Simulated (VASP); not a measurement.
Input of a VASP 6.6.1 run:

File INCAR:

```
PREC     = Accurate       # precision mode
ENCUT    = 520            # plane-wave cutoff, eV
EDIFF    = 1E-6           # SCF threshold, eV
ISMEAR   = 0              # smearing method
SIGMA    = 0.05           # smearing width, eV
LREAL    = F              # projectors in reciprocal space
LASPH    = T              # aspherical terms in the spheres
NELM     = 80             # most SCF steps
ALGO     = Normal         # electronic algorithm
ISIF     = 2              # what is computed and relaxed
LWAVE    = F              # write WAVECAR
LCHARG   = T              # write CHGCAR
GGA      = PE             # functional
LELF     = T              # ELF
LVHAR    = T            
NBANDS   = 36             # bands
```

KPOINTS

```
regular mesh
0
Gamma
  9 9 2
```

The input POSCAR:

```
MgO
1.0
    2.1351500000     -2.1351500000      0.0000000000
    2.1351500000      0.0000000000     -2.1351500000
    8.6849375673      8.6849375673      8.6849375673
Mg O
6 6
Direct
    0.6666666667      0.6666666667      0.0409741959
    0.0000000000      0.0000000000      0.8604581141
    0.3333333333      0.3333333333      0.2048709795
    0.6666666667      0.6666666667      0.5326645468
    0.0000000000      0.0000000000      0.3687677632
    0.3333333333      0.3333333333      0.6965613304
    0.6666666667      0.6666666667      0.2868193714
    0.0000000000      0.0000000000      0.1229225877
    0.3333333333      0.3333333333      0.4507161550
    0.6666666667      0.6666666667      0.7785097223
    1.0000000000      1.0000000000      0.6146129386
    0.3333333333      0.3333333333      0.9424065059
```

Potentials or basis: VASP PAW PBE potentials, release 64 (Mg, O).

Launch:

```console
$ cat potpaw_PBE.64/Mg/POTCAR potpaw_PBE.64/O/POTCAR > POTCAR
$ mpirun -np 1 vasp_std > vasp.out
```

**Question.** Estimate the pressure.

**Answer.** -4.2 GPa.

**Question.** What does it give for the band gap on the k mesh?

**Answer.** 3.24 eV.

Stress tensor (GPa, compression positive):
```
-4.19 -1.70 -1.70
-1.70 -4.19 -1.70
-1.70 -1.70 -4.19
```

Caveat: forces of over 1 eV/Å act on the atoms, so gaps and moduli don't describe the material at rest. A hybrid or GW would open this gap; PBE tends to underestimate it.
